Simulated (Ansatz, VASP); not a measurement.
# MgO2 in VASP and in Ansatz

```xyz
3
Lattice="1.6690 0.9636 3.2145 -1.6690 0.9636 3.2145 0.0000 -1.9271 3.2145" Properties=species:S:1:pos:R:3 pbc="T T T"
Mg    0.0000    0.0000    0.0000
O     0.0000    0.0000    4.1349
O     0.0000    0.0000    5.5084
```

Change from the starting cell: strain +0.040 along x and y, -0.080 along z, atoms carried along.

Alike in both runs: task single point; functional r2SCAN; k mesh 12 × 12 × 12; occupations gaussian, width 0.05 eV; no spin polarisation.

|  | VASP | Ansatz |
| --- | --- | --- |
| version | VASP 6.6.1 | Ansatz 0.2.0 |
| potentials or method | VASP PAW PBE potentials, release 64 (Mg, O), cutoff 520 eV | scalar-relativistic, plane waves, PAW |
| valence electrons in the cell | 14 | 22 |

Ansatz gave:

* gap on the k mesh at the Fermi level (eV): 3.33
* least direct gap on the mesh (eV): 3.62
* pressure (GPa): 4.5
* traceless stress, the component that is largest in VASP (GPa): 35.82
* rms of the force components (eV/Å): 1.740

Problem. What did VASP give for the same quantities?

Solution. gap on the k mesh at the Fermi level (eV): 3.31; least direct gap on the mesh (eV): 3.60; pressure (GPa): 4.5; traceless stress, the component that is largest in VASP (GPa): 38.12; rms of the force components (eV/Å): 1.939.

VASP's potentials were made for PBE, not for r2SCAN. Atom by atom the forces differ by 0.200 eV/Å (rms over components). With one functional, cell and mesh, what is left measures potentials, basis and numerics. VASP's potentials hold 14 valence electrons a cell and Ansatz's 22, so a difference there can come from the potentials and not from the codes.
